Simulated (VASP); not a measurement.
# NaCl (P-3m1) in VASP: single point with PBE+D3(BJ)

Aim: the single point of NaCl with PBE+D3(BJ).

Everything below comes from runs of VASP 6.6.1. Logs are shortened: lines on timing, memory, paths and dates and some standing lists are left out, and cuts for length are marked.

**1. The cell of the first run**

Symmetry: P-3m1, No. 164, trigonal system. The conventional cell has a = 4.508 Å, b = 4.508 Å, c = 7.799 Å, α = 90.00°, β = 90.00°, γ = 120.00°. Na (site symmetry 3m) has 3 Cl at 2.60 Å within 3.4 Å. Within 3.4 Å of Cl (site symmetry 3m) lie 3 Na at 2.60 Å.

**2. Single point, PBE+D3(BJ)**

File INCAR:

```
SYSTEM = NaCl
PREC     = Accurate       ! precision mode
ENCUT    = 520            ! plane-wave cutoff, eV
EDIFF    = 1E-6           ! SCF threshold, eV
ISMEAR   = 0              ! smearing method
SIGMA    = 0.1            ! smearing width, eV
LREAL    = .FALSE.        ! projectors in reciprocal space
LASPH    = .TRUE.         ! aspherical terms in the spheres
NELM     = 100            ! most SCF steps
ALGO     = Normal         ! electronic algorithm
ISIF     = 2              ! what is computed and relaxed
LWAVE    = .FALSE.        ! write WAVECAR
LCHARG   = .FALSE.        ! write CHGCAR
GGA      = PE             ! functional
IVDW     = 12             ! dispersion correction
NBANDS   = 22             ! bands
```

File KPOINTS:

```
Automatic mesh
0
G
  6 6 2
  0 0 0
```

File POSCAR:

```
NaCl
1.0
    4.5077586549      0.0000000000      0.0000000000
   -2.2538793275      3.9038335093      0.0000000000
    0.0000000000      0.0000000000      7.7990365994
Na Cl
2 2
Direct
    0.6666666667      0.3333333333      0.7505205228
    0.3333333333      0.6666666667      0.2494794772
    0.0000000000      0.0000000000      0.7501929366
    0.0000000000      0.0000000000      0.2498070634
```

Potentials or basis: VASP PAW PBE potentials, release 64 (Na_pv, Cl).

Run with:

```console
cat potpaw_PBE.64/Na_pv/POTCAR potpaw_PBE.64/Cl/POTCAR > POTCAR
mpirun -np 1 vasp_std > vasp.out
```

OUTCAR:

```text
SYSTEM = NaCl
   PREC = Accurate
   ENCUT = 520
   EDIFF = 1E-6
   ISMEAR = 0
   LREAL = .FALSE.
   LASPH = .TRUE.
   NELM = 100
   ISIF = 2
   GGA = PE
   IVDW = 12
 IVDW          = 12

 ion  position               nearest neighbor table
   1  0.667  0.333  0.751-   3 2.60   3 2.60   3 2.60
   2  0.333  0.667  0.249-   4 2.60   4 2.60   4 2.60
   3  0.000  0.000  0.750-   1 2.60   1 2.60   1 2.60
   4  0.000  0.000  0.250-   2 2.60   2 2.60   2 2.60

  LATTYP: Found a hexagonal cell.
 ALAT       =     4.5077586549
 C/A-ratio  =     1.7301362376

  Lattice vectors:

 A1 = (   4.5077586549,   0.0000000000,   0.0000000000)
 A2 = (  -2.2538793275,   3.9038335093,   0.0000000000)
 A3 = (   0.0000000000,   0.0000000000,   7.7990365994)

Analysis of symmetry for initial positions (statically):
=====================================================================
 Subroutine PRICEL returns:
 Original cell was already a primitive cell.

 Routine SETGRP: Setting up the symmetry group for a
 hexagonal supercell.

 Subroutine GETGRP returns: Found 12 space group operations
 (whereof 12 operations were pure point group operations)
 out of a pool of 24 trial point group operations.

The static configuration has the point symmetry D_3d.

Analysis of symmetry for dynamics (positions and initial velocities):
=====================================================================
 Subroutine PRICEL returns:
 Original cell was already a primitive cell.

 Routine SETGRP: Setting up the symmetry group for a
 hexagonal supercell.

 Subroutine GETGRP returns: Found 12 space group operations
 (whereof 12 operations were pure point group operations)
 out of a pool of 24 trial point group operations.

The dynamic configuration has the point symmetry D_3d.

 Subroutine INISYM returns: Found 12 space group operations
 (whereof 12 operations are pure point group operations),
 and found     1 'primitive' translations

----------------------------------------------------------------------------------------

                                     Primitive cell

  volume of cell :     137.2439

  direct lattice vectors                    reciprocal lattice vectors
     4.507758655  0.000000000  0.000000000     0.221839738  0.128079233  0.000000000
    -2.253879327  3.903833509  0.000000000     0.000000000  0.256158465  0.000000000
     0.000000000  0.000000000  7.799036599     0.000000000  0.000000000  0.128220965

  length of vectors
     4.507758655  4.507758655  7.799036599     0.256158465  0.256158465  0.128220965

  position of ions in fractional coordinates (direct lattice)
     0.666666667  0.333333333  0.750520523
     0.333333333  0.666666667  0.249479477
     0.000000000  0.000000000  0.750192937
     0.000000000  0.000000000  0.249807063

  ion indices of the primitive-cell ions
   primitive index   ion index
                 1           1
                 2           2
                 3           3
                 4           4

----------------------------------------------------------------------------------------

 KPOINTS: Automatic mesh

Automatic generation of k-mesh.
 Grid dimensions read from file:
 generate k-points for:    6    6    2

 Generating k-lattice:

  Cartesian coordinates                     Fractional coordinates (reciprocal lattice)
     0.036973290  0.021346539  0.000000000     0.166666667  0.000000000  0.000000000
     0.000000000  0.042693078  0.000000000     0.000000000  0.166666667  0.000000000
     0.000000000  0.000000000  0.064110483     0.000000000  0.000000000  0.500000000

  Length of vectors
     0.042693078  0.042693078  0.064110483

  Shift w.r.t. Gamma in fractional coordinates (k-lattice)
     0.000000000  0.000000000  0.000000000

 Subroutine IBZKPT returns following result:
 ===========================================

 Found     14 irreducible k-points:

 Following reciprocal coordinates:
            Coordinates               Weight
  0.000000  0.000000  0.000000      1.000000
  0.166667  0.000000  0.000000      6.000000
  0.333333  0.000000  0.000000      6.000000
  0.500000  0.000000  0.000000      3.000000
  0.166667  0.166667  0.000000      6.000000
  0.333333  0.166667  0.000000     12.000000
  0.333333  0.333333  0.000000      2.000000
  0.000000  0.000000  0.500000      1.000000
  0.166667  0.000000  0.500000      6.000000
  0.333333  0.000000  0.500000      6.000000
  0.500000  0.000000  0.500000      3.000000
  0.166667  0.166667  0.500000      6.000000
  0.333333  0.166667  0.500000     12.000000
  0.333333  0.333333  0.500000      2.000000
   k-points           NKPTS =     14   k-points in BZ     NKDIM =     14   number of bands    NBANDS=     22
   number of dos      NEDOS =    301   number of ions     NIONS =      4
   total plane-waves  NPLWV =  77760
   dimension x,y,z NGX =    36 NGY =   36 NGZ =   60
   dimension x,y,z NGXF=    72 NGYF=   72 NGZF=  120
   ions per type =               2   2
   NGX,Y,Z   is equivalent  to a cutoff of  13.28, 13.28, 12.79 a.u.
   NGXF,Y,Z  is equivalent  to a cutoff of  26.55, 26.55, 25.58 a.u.
 SYSTEM =  NaCl
   PREC   = accura    normal or accurate (medium, high low for compatibility)
   ISTART =      0    job   : 0-new  1-cont  2-samecut
   ICHARG =      2    charge: 1-file 2-atom 10-const
   ISPIN  =      1    spin polarized calculation?
   LNONCOLLINEAR =      F non collinear calculations
   LSORBIT =      F    spin-orbit coupling
   LASPH  =      T    aspherical Exc in radial PAW
   ENCUT  =  520.0 eV  38.22 Ry    6.18 a.u.   8.38  8.38 14.50*2*pi/ulx,y,z
   NELM   =    100;   NELMIN=  2; NELMDL= -5     # of ELM steps
   EDIFF  = 0.1E-05   stopping-criterion for ELM
   LREAL  =      F    real-space projection
   EDIFFG = 0.1E-04   stopping-criterion for IOM
   NSW    =      0    number of steps for IOM
   IBRION =     -1    ionic relax: 0-MD 1-quasi-New 2-CG
   NFREE  =      0    steps in history (QN), initial steepest desc. (CG)
   ISIF   =      2    stress and relaxation
   ISYM   =      2    0-nonsym 1-usesym 2-fastsym
   POTIM  = 0.5000    time-step for ionic-motion
   TEBEG  =    0.0;   TEEND  =   0.0 temperature during run
   PSTRESS=    0.0 pullay stress
   NELECT =      28.0000    total number of electrons
   NUPDOWN=      -1.0000    fix difference up-down
   EMIN   =  10.00;   EMAX   =-10.00  energy-range for DOS
   EFERMI =   0.00;   METHOD = LEGACY
   ISMEAR =     0;   SIGMA  =   0.10  broadening in eV -4-tet -1-fermi 0-gaus
   EFERMI_NEDOS =   21; number of points for ismear=-14 and -15
   IALGO  =     38    algorithm
   IMIX   =      4    mixing-type and parameters
     AMIX     =   0.40;   BMIX     =  1.00
     AMIX_MAG =   1.60;   BMIX_MAG =  1.00
  volume/ion in A,a.u.               =      34.31       231.54
  Fermi-wavevector in a.u.,A,eV,Ry     =   0.963747  1.821218 12.637214  0.928809
  Thomas-Fermi vector in A             =   2.093319
   LORBIT       =      0    0 simple, 1 ext, 2 COOP (PROOUT), +10 PAW based schemes
   GGA     = PE    functional components
   LHFCALC =     F    Hartree Fock is set to
   AEXX    =    0.0000 exact exchange contribution
   IVDW    =    12    specifies the selected vdW correction
   LEPSILON=     F    determine dielectric tensor
   LRPA    =     F    only Hartree local field effects (RPA)
 non-spin polarized calculation
 Gauss-broadening in eV      SIGMA  =   0.10
  energy-cutoff  :      520.00
  volume of cell :      137.24
 maximum number of plane-waves:      3738
 NGX is ok and might be reduce to    36
   NGX = 17   NGY = 17   NGZ = 29

 number of electron      28.0000024 magnetization

 Free energy of the ion-electron system (eV)
  ---------------------------------------------------
  ext. energy  EPLUGINS =         0.00000000
  ---------------------------------------------------
  free energy    TOTEN  =       -12.73393677 eV

  energy without entropy =      -12.73393677  energy(sigma->0) =      -12.73393677

 E-fermi :  -1.7124     XC(G=0):  -6.2411

 val. band max:       -2.2489433613   @ k =   0.3333   0.3333   0.0000
 cond. band min:       1.6329616382   @ k =   0.0000   0.0000   0.0000
 fundamental gap:      3.8819049995
 Fermi energy:        -1.7124108368

 k-point     1 :       0.0000    0.0000    0.0000
  band No.  band energies     occupation
      1     -23.9013      2.00000
      2     -23.8990      2.00000
      3     -23.8252      2.00000
      4     -23.8252      2.00000
      5     -23.8250      2.00000
      6     -23.8250      2.00000
[... 14 lines left out ...]
     21       8.5119      0.00000
     22       8.5119      0.00000

 k-point     2 :       0.1667    0.0000    0.0000
  band No.  band energies     occupation
      1     -23.9010      2.00000
      2     -23.8990      2.00000
      3     -23.8283      2.00000
      4     -23.8280      2.00000
      5     -23.8257      2.00000
      6     -23.8254      2.00000
[... 14 lines left out ...]
     21       8.1584      0.00000
     22       8.5155      0.00000

 k-point     3 :       0.3333    0.0000    0.0000
  band No.  band energies     occupation
      1     -23.9004      2.00000
      2     -23.8991      2.00000
      3     -23.8343      2.00000
      4     -23.8339      2.00000
      5     -23.8267      2.00000
      6     -23.8262      2.00000
[... 14 lines left out ...]
     21       7.9256      0.00000
     22       8.0565      0.00000

 k-point     4 :       0.5000    0.0000    0.0000
  band No.  band energies     occupation
      1     -23.9000      2.00000
      2     -23.8992      2.00000
      3     -23.8374      2.00000
      4     -23.8369      2.00000
      5     -23.8271      2.00000
      6     -23.8266      2.00000
[... 14 lines left out ...]
     21       7.6888      0.00000
     22       8.1043      0.00000

 k-point     5 :       0.1667    0.1667    0.0000
  band No.  band energies     occupation
      1     -23.9005      2.00000
      2     -23.8990      2.00000
      3     -23.8324      2.00000
      4     -23.8322      2.00000
      5     -23.8266      2.00000
      6     -23.8265      2.00000
[... 14 lines left out ...]
     21       7.9958      0.00000
     22       8.3341      0.00000

 k-point     6 :       0.3333    0.1667    0.0000
  band No.  band energies     occupation
      1     -23.9000      2.00000
      2     -23.8992      2.00000
      3     -23.8366      2.00000
      4     -23.8360      2.00000
      5     -23.8279      2.00000
      6     -23.8276      2.00000
[... 14 lines left out ...]
     21       7.5698      0.00000
     22       8.8686      0.00000

 k-point     7 :       0.3333    0.3333    0.0000
  band No.  band energies     occupation
      1     -23.8995      2.00000
      2     -23.8995      2.00000
      3     -23.8372      2.00000
      4     -23.8364      2.00000
      5     -23.8289      2.00000
      6     -23.8289      2.00000
[... 74 lines left out ...]
      6     -23.8264      2.00000
[... 14 lines left out ...]
     21       8.4698      0.00000
     22       8.4810      0.00000

 k-point    11 :       0.5000    0.0000    0.5000
  band No.  band energies     occupation
      1     -23.8996      2.00000
      2     -23.8996      2.00000
      3     -23.8371      2.00000
      4     -23.8371      2.00000
      5     -23.8269      2.00000
      6     -23.8269      2.00000
[... 14 lines left out ...]
     21       8.4494      0.00000
     22       8.4618      0.00000

 k-point    12 :       0.1667    0.1667    0.5000
  band No.  band energies     occupation
      1     -23.8998      2.00000
      2     -23.8998      2.00000
      3     -23.8323      2.00000
      4     -23.8323      2.00000
      5     -23.8265      2.00000
      6     -23.8265      2.00000
[... 14 lines left out ...]
     21       8.5508      0.00000
     22       8.5544      0.00000

 k-point    13 :       0.3333    0.1667    0.5000
  band No.  band energies     occupation
      1     -23.8996      2.00000
      2     -23.8996      2.00000
      3     -23.8363      2.00000
      4     -23.8363      2.00000
      5     -23.8277      2.00000
      6     -23.8277      2.00000
[... 14 lines left out ...]
     21       8.1788      0.00000
     22       8.1826      0.00000

 k-point    14 :       0.3333    0.3333    0.5000
  band No.  band energies     occupation
      1     -23.8995      2.00000
      2     -23.8995      2.00000
      3     -23.8368      2.00000
      4     -23.8368      2.00000
      5     -23.8289      2.00000
      6     -23.8289      2.00000
[... 14 lines left out ...]
     21       7.6966      0.00000
     22       7.6966      0.00000

------------------------ aborting loop because EDIFF is reached ----------------------------------------

 Edisp (eV)   -0.53208

 E8    (eV) :    -0.2221

  FORCE on cell =-STRESS in cart. coord.  units (eV):
  Direction    XX          YY          ZZ          XY          YZ          ZX
  --------------------------------------------------------------------------------------
  -------------------------------------------------------------------------------------
  Total      -0.29805    -0.29805     0.03817     0.00000     0.00000     0.00000
  in kB      -3.47940    -3.47940     0.44556     0.00000     0.00000     0.00000
  external pressure =       -2.17 kB  Pullay stress =        0.00 kB

 VOLUME and BASIS-vectors are now :
 -----------------------------------------------------------------------------
  energy-cutoff  :      520.00
  volume of cell :      137.24
      direct lattice vectors                 reciprocal lattice vectors
     4.507758655  0.000000000  0.000000000     0.221839738  0.128079233  0.000000000
    -2.253879327  3.903833509  0.000000000     0.000000000  0.256158465  0.000000000
     0.000000000  0.000000000  7.799036599     0.000000000  0.000000000  0.128220965

 POSITION                                       TOTAL-FORCE (eV/Angst)
 -----------------------------------------------------------------------------------
      2.25388      1.30128      5.85334        -0.000000      0.000000     -0.002773
     -0.00000      2.60256      1.94570         0.000000     -0.000000      0.002773
      0.00000      0.00000      5.85078         0.000000     -0.000000      0.000194
      0.00000      0.00000      1.94825        -0.000000      0.000000     -0.000194
 -----------------------------------------------------------------------------------
    total drift:                                0.000000     -0.000000     -0.000000

  FREE ENERGIE OF THE ION-ELECTRON SYSTEM (eV)
  ---------------------------------------------------
  free  energy   TOTEN  =       -13.2660203522 eV

  energy  without entropy=      -13.2660203522  energy(sigma->0) =      -13.26602035
```

Run time: 31 s. Hardware: 1 thread of Intel Xeon Platinum 8375C at 2.90GHz (Ice Lake), shared host; peak memory 0.27 GiB.

Results:

| Property | Result |
| --- | --- |
| Free energy | -13.2660 eV |
| Pressure | -0.2 GPa |
| Band gap on the k mesh | 3.88 eV, indirect (least direct gap 3.96 eV) |
| Dispersion energy per atom | -0.133 eV |

Forces on the atoms (eV/Å):
```
Na   0.000  0.000 -0.003
Na   0.000  0.000  0.003
Cl   0.000  0.000  0.000
Cl   0.000  0.000  0.000
```
